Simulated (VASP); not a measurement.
# MoS2 (P6_3/mmc) in VASP: further runs, part 2 of 2

VASP 6.6.1.

### 4 Single point, PBE+D3(BJ) (strain +0.030 along x and y, +0.000 along z)

INCAR reads:

```
PREC     = Accurate       # precision mode
ENCUT    = 520            # plane-wave cutoff, eV
EDIFF    = 1E-7           # SCF threshold, eV
ISMEAR   = 0              # smearing method
SIGMA    = 0.05           # smearing width, eV
LREAL    = False          # projectors in reciprocal space
LASPH    = True           # aspherical terms in the spheres
NELM     = 80             # most SCF steps
ALGO     = Normal         # electronic algorithm
ISIF     = 2              # what is computed and relaxed
LWAVE    = False          # write WAVECAR
LCHARG   = False          # write CHGCAR
GGA      = PE             # functional
IVDW     = 12             # dispersion correction
NBANDS   = 35             # bands
```

KPOINTS reads:

```
regular mesh
0
Gamma
  12 12 4
```

POSCAR reads:

```
MoS2
1.0
    3.2438316594      0.0000000000      0.0000000000
   -1.6219158297      2.8092406226      0.0000000000
    0.0000000000      0.0000000000     12.0907538840
Mo S
2 4
Direct
    0.3333333333      0.6666666667      0.2500000000
    0.6666666667      0.3333333333      0.7500000000
    0.3333333333      0.6666666667      0.6204905688
    0.6666666667      0.3333333333      0.1204905688
    0.3333333333      0.6666666667      0.8795094312
    0.6666666667      0.3333333333      0.3795094312
```

Potentials or basis: VASP PAW PBE potentials, release 64 (Mo_sv, S).

The run is started by

```sh
cat potpaw_PBE.64/Mo_sv/POTCAR potpaw_PBE.64/S/POTCAR > POTCAR
mpirun -np 1 vasp_std > vasp.out
```

OUTCAR:

```text
PREC = Accurate
   ENCUT = 520
   EDIFF = 1E-7
   ISMEAR = 0
   LREAL = False
   LASPH = True
   NELM = 80
   ISIF = 2
   GGA = PE
   IVDW = 12
 IVDW          = 12

 ion  position               nearest neighbor table
   1  0.333  0.667  0.250-   4 2.44   6 2.44   4 2.44   6 2.44   4 2.44   6 2.44
   2  0.667  0.333  0.750-   3 2.44   5 2.44   3 2.44   5 2.44   3 2.44   5 2.44
   3  0.333  0.667  0.620-   2 2.44   2 2.44   2 2.44
   4  0.667  0.333  0.120-   1 2.44   1 2.44   1 2.44
   5  0.333  0.667  0.880-   2 2.44   2 2.44   2 2.44
[... 1126 lines left out ...]
  -------------------------------------------------------------------------------------
  Total      -6.32639    -6.32639    -3.52648     0.00000     0.00000    -0.00000
  in kB     -91.99543   -91.99543   -51.28036     0.00000     0.00000    -0.00000
  external pressure =      -78.42 kB  Pullay stress =        0.00 kB

 VOLUME and BASIS-vectors are now :
 -----------------------------------------------------------------------------
  energy-cutoff  :      520.00
  volume of cell :      110.18
      direct lattice vectors                 reciprocal lattice vectors
     3.243831659  0.000000000  0.000000000     0.308277403  0.177984042  0.000000000
    -1.621915830  2.809240623  0.000000000     0.000000000  0.355968083  0.000000000
     0.000000000  0.000000000 12.090753884     0.000000000  0.000000000  0.082707829

 POSITION                                       TOTAL-FORCE (eV/Angst)
 -----------------------------------------------------------------------------------
     -0.00000      1.87283      3.02269         0.000000     -0.000000      0.000000
      1.62192      0.93641      9.06807        -0.000000      0.000000      0.000000
     -0.00000      1.87283      7.50220        -0.000000      0.000000      0.551992
      1.62192      0.93641      1.45682         0.000000     -0.000000      0.551992
     -0.00000      1.87283     10.63393        -0.000000      0.000000     -0.551992
      1.62192      0.93641      4.58856         0.000000     -0.000000     -0.551992
 -----------------------------------------------------------------------------------
    total drift:                               -0.000000      0.000000     -0.000000

  FREE ENERGIE OF THE ION-ELECTRON SYSTEM (eV)
  ---------------------------------------------------
  free  energy   TOTEN  =       -45.9792678143 eV

  energy  without entropy=      -45.9792678143  energy(sigma->0) =      -45.97926781
```

OSZICAR:

```text
N       E                     dE             d eps       ncg     rms          rms(c)
DAV:   1     0.433907104516E+03    0.43391E+03   -0.29194E+04  4430   0.140E+03
DAV:   2    -0.233606722269E+02   -0.45727E+03   -0.44281E+03  4763   0.364E+02
DAV:   3    -0.462329665388E+02   -0.22872E+02   -0.22402E+02  4904   0.732E+01
DAV:   4    -0.467115623072E+02   -0.47860E+00   -0.47675E+00  4739   0.106E+01
DAV:   5    -0.467201667248E+02   -0.86044E-02   -0.86026E-02  4720   0.146E+00    0.306E+01
DAV:   6    -0.445040134295E+02    0.22162E+01   -0.14582E+01  4350   0.239E+01    0.126E+01
DAV:   7    -0.438770611581E+02    0.62695E+00   -0.64582E+00  4263   0.158E+01    0.746E+00
DAV:   8    -0.435080836976E+02    0.36898E+00   -0.88030E-01  4306   0.617E+00    0.282E+00
DAV:   9    -0.435178256660E+02   -0.97420E-02   -0.10956E-01  4615   0.164E+00    0.118E+00
DAV:  10    -0.435093058743E+02    0.85198E-02   -0.34954E-02  4322   0.126E+00    0.448E-01
DAV:  11    -0.435093912505E+02   -0.85376E-04   -0.21377E-03  4350   0.247E-01    0.265E-01
DAV:  12    -0.435091499282E+02    0.24132E-03   -0.58769E-04  4406   0.141E-01    0.107E-01
DAV:  13    -0.435091414901E+02    0.84381E-05   -0.17590E-04  4665   0.702E-02    0.131E-02
DAV:  14    -0.435091450086E+02   -0.35185E-05   -0.10161E-05  4351   0.153E-02    0.191E-02
DAV:  15    -0.435091457762E+02   -0.76767E-06   -0.84377E-07  4195   0.419E-03    0.105E-02
DAV:  16    -0.435091458049E+02   -0.28688E-07   -0.73253E-07  4249   0.510E-03
   1 F= -.45979268E+02 E0= -.45979268E+02  d E =-.272966E-13
```

Run time: 93 s. Hardware: 1 thread of Intel Xeon 6975P-C (Granite Rapids), shared host; peak memory 0.33 GiB.

What came out:

| Item | Value |
| --- | --- |
| Free energy | -45.9793 eV |
| Pressure | -7.8 GPa |
| Largest force | 0.552 eV/Å |
| Band gap on the k mesh | 0.71 eV (least direct gap 1.44 eV) |
| Dispersion energy per atom | -0.412 eV |

Forces in eV/Å, atoms in the order of the input:
```
Mo   0.000  0.000  0.000
Mo   0.000  0.000  0.000
S    0.000  0.000  0.552
S    0.000  0.000  0.552
S    0.000  0.000 -0.552
S    0.000  0.000 -0.552
```

Stress tensor (GPa, compression positive):
```
-9.20  0.00  0.00
 0.00 -9.20  0.00
 0.00  0.00 -5.13
```

Levels at points of the mesh, in eV from the valence-band top:
```csv
k point,band 22,band 23,band 24,band 25,band 26,band 27,band 28,band 29,band 30,band 31
"(0.00, 0.00, 0.00)",-2.29,-2.29,-1.05,-0.98,0.00,1.79,1.79,1.82,1.82,1.93
"(0.50, 0.00, 0.00)",-2.41,-2.00,-1.74,-1.50,-1.29,1.24,1.30,1.66,1.88,2.57
"(0.00, 0.00, 0.50)",-2.32,-2.32,-2.32,-0.21,-0.21,1.79,1.79,1.79,1.79,2.05
"(0.50, 0.00, 0.50)",-2.60,-1.87,-1.87,-1.38,-1.38,1.27,1.27,1.78,1.78,2.97
```

Caveat: the cell differs from its parent crystal (strain +0.030 along x and y, +0.000 along z); the cell stands under tension; semilocal functionals underestimate gaps, and a narrow one can read as zero.

### 5 Single point, PBE+D3(BJ) (strain +0.015 along x and y, +0.030 along z)

INCAR reads:

```
ALGO = Normal ; EDIFF = 1E-6
ENCUT = 520 ; GGA = PE
ISIF = 2 ; ISMEAR = 0
IVDW = 12 ; LASPH = True
LCHARG = True ; LELF = True
LREAL = False ; LVHAR = True
LWAVE = False ; NBANDS = 35
NELM = 80 ; PREC = Accurate
SIGMA = 0.05
```

KPOINTS reads:

```
k-points
0
Gamma
  12 12 4
```

POSCAR: that of step 4 with these lines changed.

```diff
@@ -2,5 +2,5 @@
 1.0
-    3.2438316594      0.0000000000      0.0000000000
-   -1.6219158297      2.8092406226      0.0000000000
-    0.0000000000      0.0000000000     12.0907538840
+    3.1965913925      0.0000000000      0.0000000000
+   -1.5982956962      2.7683293514      0.0000000000
+    0.0000000000      0.0000000000     12.4534765005
 Mo S
```

The run is started by

```sh
cat potpaw_PBE.64/Mo_sv/POTCAR potpaw_PBE.64/S/POTCAR > POTCAR
mpirun -np 1 vasp_std > vasp.out
```

Run time: 83 s. Hardware: 1 thread of Intel Xeon 6975P-C (Granite Rapids), shared host; peak memory 0.33 GiB.

It converged, with:

| Quantity | Value |
| --- | --- |
| Free energy | -45.9828 eV |
| Pressure | -8.4 GPa |
| Largest force | 1.049 eV/Å |
| Band gap on the k mesh | 0.89 eV (least direct gap 1.64 eV) |
| Dispersion energy per atom | -0.412 eV |

Forces on the atoms (eV/Å):
```
Mo   0.000  0.000  0.000
Mo   0.000  0.000  0.000
S    0.000  0.000  1.049
S    0.000  0.000  1.049
S    0.000  0.000 -1.049
S    0.000  0.000 -1.049
```

Stress tensor (GPa, compression positive):
```
 -7.17   0.00   0.00
  0.00  -7.17   0.00
  0.00   0.00 -10.79
```

Levels at points of the mesh, in eV from the valence-band top:
```tsv
k point	band 22	band 23	band 24	band 25	band 26	band 27	band 28	band 29	band 30	band 31
(0.00, 0.00, 0.00)	-1.80	-1.80	-1.09	-1.07	0.00	2.14	2.14	2.18	2.18	2.20
(0.50, 0.00, 0.00)	-2.37	-1.50	-1.28	-1.23	-1.12	1.70	1.74	2.02	2.30	2.80
(0.00, 0.00, 0.50)	-1.83	-1.83	-1.83	-0.24	-0.24	2.14	2.14	2.14	2.14	2.30
(0.50, 0.00, 0.50)	-2.53	-1.39	-1.39	-1.17	-1.17	1.71	1.71	2.17	2.17	3.19
```

Caveat: the cell differs from its parent crystal (strain +0.015 along x and y, +0.030 along z); the cell stands under tension; forces of over 1 eV/Å act on the atoms, so gaps and moduli don't describe the material at rest. A k mesh can miss the band edges.

### 6 Single point, PBE+D3(BJ) (strain +0.030 along x and y, +0.015 along z)

INCAR reads:

```
PREC = Accurate
ENCUT = 520
EDIFF = 1E-6
ISMEAR = 0
SIGMA = 0.05
LREAL = False
LASPH = True
NELM = 100
ALGO = Normal
ISIF = 2
LWAVE = False
LCHARG = False
GGA = PE
IVDW = 12
NBANDS = 35
```

KPOINTS reads:

```
regular mesh
0
Gamma
  12 12 4
```

POSCAR reads:

```
MoS2
1.0
    3.2438316561      0.0000000000      0.0000000000
   -1.6219158280      2.8092406197      0.0000000000
    0.0000000000      0.0000000000     12.2721151994
Mo S
2 4
Direct
    0.3333333333      0.6666666667      0.2500000000
    0.6666666667      0.3333333333      0.7500000000
    0.3333333333      0.6666666667      0.6204905687
    0.6666666667      0.3333333333      0.1204905687
    0.3333333333      0.6666666667      0.8795094313
    0.6666666667      0.3333333333      0.3795094313
```

Potentials or basis: VASP PAW PBE potentials, release 64 (Mo_sv, S).

The run is started by

```sh
cat potpaw_PBE.64/Mo_sv/POTCAR potpaw_PBE.64/S/POTCAR > POTCAR
mpirun -np 1 vasp_std > vasp.out
```

Run time: 71 s. Hardware: 1 thread of Intel Xeon 6975P-C (Granite Rapids), shared host; peak memory 0.34 GiB.

It converged, with:

- Free energy: -45.9072 eV
- Pressure: -9.7 GPa
- Largest force: 0.917 eV/Å
- Band gap on the k mesh: 0.82 eV (least direct gap 1.48 eV)
- Dispersion energy per atom: -0.405 eV

Forces on the atoms (eV/Å):
```
Mo   0.000  0.000  0.000
Mo   0.000  0.000  0.000
S    0.000  0.000  0.917
S    0.000  0.000  0.917
S    0.000  0.000 -0.917
S    0.000  0.000 -0.917
```

Stress tensor (GPa, compression positive):
```
-10.15   0.00   0.00
  0.00 -10.15   0.00
  0.00   0.00  -8.93
```

Levels at points of the mesh, in eV from the valence-band top:
| k point | band 24 | band 25 | band 26 | band 27 | band 28 | band 29 |
| --- | --- | --- | --- | --- | --- | --- |
| (0.00, 0.00, 0.00) | -1.02 | -1.01 | 0.00 | 1.89 | 1.89 | 1.92 |
| (0.50, 0.00, 0.00) | -1.57 | -1.37 | -1.20 | 1.37 | 1.42 | 1.76 |
| (0.00, 0.00, 0.50) | -2.12 | -0.21 | -0.21 | 1.89 | 1.89 | 1.89 |
| (0.50, 0.00, 0.50) | -1.69 | -1.27 | -1.27 | 1.40 | 1.40 | 1.89 |

Caveat: the cell differs from its parent crystal (strain +0.030 along x and y, +0.015 along z); the cell stands under tension. A k mesh can miss the band edges.

### 7 Single point, PBE+D3(BJ) (strain +0.030 along x and y, +0.030 along z)

INCAR is that of step 6.

KPOINTS reads:

```
Automatic mesh
0
Gamma
  12 12 4
```

POSCAR: that of step 6 with these lines changed.

```diff
@@ -4,3 +4,3 @@
    -1.6219158280      2.8092406197      0.0000000000
-    0.0000000000      0.0000000000     12.2721151994
+    0.0000000000      0.0000000000     12.4534765077
 Mo S
```

The run is started by

```sh
cat potpaw_PBE.64/Mo_sv/POTCAR potpaw_PBE.64/S/POTCAR > POTCAR
mpirun -np 1 vasp_std > vasp.out
```

Wall time 91 s (1 thread of Intel Xeon 6975P-C (Granite Rapids), shared host); peak memory 0.35 GiB.

The run converged. Its results:

```yaml
Free_energy: -45.7975 eV
Pressure: -11.4 GPa
Largest_force: 1.262 eV/Å
Band_gap_on_the_k_mesh: 0.87 eV (least direct gap 1.51 eV)
Dispersion_energy_per_atom: -0.399 eV
```

Forces in eV/Å, atoms in the order of the input:
```
Mo   0.000  0.000  0.000
Mo   0.000  0.000  0.000
S    0.000  0.000  1.262
S    0.000  0.000  1.262
S    0.000  0.000 -1.262
S    0.000  0.000 -1.262
```

Stress tensor (GPa, compression positive):
```
-10.96   0.00   0.00
  0.00 -10.96   0.00
  0.00   0.00 -12.43
```

Levels at points of the mesh, in eV from the valence-band top:
```tsv
k point	band 22	band 23	band 24	band 25	band 26	band 27	band 28	band 29	band 30	band 31
(0.00, 0.00, 0.00)	-1.89	-1.89	-1.03	-0.98	0.00	1.98	1.98	2.02	2.02	2.04
(0.50, 0.00, 0.00)	-2.31	-1.62	-1.40	-1.25	-1.11	1.50	1.54	1.85	2.09	2.67
(0.00, 0.00, 0.50)	-1.92	-1.92	-1.92	-0.21	-0.21	1.98	1.98	1.98	1.98	2.14
(0.50, 0.00, 0.50)	-2.47	-1.51	-1.51	-1.17	-1.17	1.52	1.52	1.98	1.98	3.05
```

Caveat: the cell differs from its parent crystal (strain +0.030 along x and y, +0.030 along z); the cell stands under tension; forces of over 1 eV/Å act on the atoms, so gaps and moduli don't describe the material at rest.

### 8 Summary

```csv
cell,gap on the mesh (eV),pressure (GPa),largest force (eV/Å)
"a = 3.244, b = 3.244, c = 11.909 Å, angles 90.0, 90.0, 120.0°, 6 atoms",0.54,-5.8,0.17
"a = 3.197, b = 3.197, c = 12.272 Å, angles 90.0, 90.0, 120.0°, 6 atoms",0.84,-6.4,0.68
"a = 3.244, b = 3.244, c = 12.091 Å, angles 90.0, 90.0, 120.0°, 6 atoms",0.71,-7.8,0.55
"a = 3.197, b = 3.197, c = 12.453 Å, angles 90.0, 90.0, 120.0°, 6 atoms",0.89,-8.4,1.05
"a = 3.244, b = 3.244, c = 12.272 Å, angles 90.0, 90.0, 120.0°, 6 atoms",0.82,-9.7,0.92
"a = 3.244, b = 3.244, c = 12.453 Å, angles 90.0, 90.0, 120.0°, 6 atoms",0.87,-11.4,1.26
```

Alike in all rows: task single point; level PBE+D3(BJ); potentials or basis VASP PAW PBE potentials, release 64 (Mo_sv, S); no spin polarisation; k mesh 12 × 12 × 4; cutoff (eV) 520; smearing gaussian 0.05 eV.

Caveats: the cell stands under tension (at least some runs); semilocal functionals underestimate gaps, and a narrow one can read as zero (at least some runs); forces of over 1 eV/Å act on the atoms, so gaps and moduli don't describe the material at rest (at least some runs); the stress differs along the axes, from -8 to -1 GPa (at least some runs).

Absolute energies hang on the potentials; compare differences alone.
